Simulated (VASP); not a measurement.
Wanted: the native input for a VASP 6.6.1 run.

- Task: relaxation of cell and atoms
- Functional: LDA
- Potentials or basis: VASP PAW LDA potentials, release 64 (Sc_sv)
- Cutoff: 600 eV
- k mesh: 15 × 15 × 15, shifted
- Occupations: fermi-dirac, width 0.05 eV
- Spin: no spin polarisation
- Dipole correction: no
- Further INCAR settings: ALGO = Normal; EDIFF = 1e-07; IBRION = 2; EDIFFG = -0.02; NSW = 60; ISIF = 3

The structure of Sc lies in POSCAR:

```
Sc
1.0
    2.9001965780      0.0000000000      0.0000000000
    0.0000000000      2.9001965780      0.0000000000
    0.0000000000      0.0000000000      2.9001965780
Sc
1
Direct
    0.0000000000      0.0000000000      0.0000000000
```

One way to write it, as run:

INCAR

```
SYSTEM = Sc
PREC     = Accurate       ! precision mode
ENCUT    = 600            ! plane-wave cutoff, eV
EDIFF    = 1E-7           ! SCF threshold, eV
ISMEAR   = -1             ! smearing method
SIGMA    = 0.05           ! smearing width, eV
LREAL    = .False.        ! projectors in reciprocal space
LASPH    = .True.         ! aspherical terms in the spheres
NELM     = 100            ! most SCF steps
ALGO     = Normal         ! electronic algorithm
ISIF     = 3              ! what is computed and relaxed
LWAVE    = .False.        ! write WAVECAR
LCHARG   = .False.        ! write CHGCAR
GGA      = CA             ! functional
IBRION   = 2              ! ionic algorithm
NSW      = 60             ! ionic steps
EDIFFG   = -0.02          ! ionic threshold
```

KPOINTS

```
Automatic mesh
0
Gamma
  15 15 15
  0.5 0.5 0.5
```

Potentials or basis: VASP PAW LDA potentials, release 64 (Sc_sv).

Command:

```bash
$ cat potpaw_LDA.64/Sc_sv/POTCAR > POTCAR
$ mpirun -np 1 vasp_std > vasp.out
```

Results of the run:

```yaml
Relaxed_volume: 23.20 Å³/atom
Relaxed_cell: a = 2.852 Å, b = 2.852 Å, c = 2.852 Å, α = 90.00°, β = 90.00°, γ = 90.00°
Space_group_after_relaxing_to_0.05_Å: Pm-3m (No. 221)
Energy_gained_by_relaxing: 7.6 meV/atom
Ionic_steps: 3
Pressure_after_relaxing: 0.0 GPa
```

It took 21 s on 1 thread of Intel(R) Xeon(R) Platinum 8375C CPU @ 2.90GHz (Ice Lake), on a shared host, peak memory 0.16 GiB.
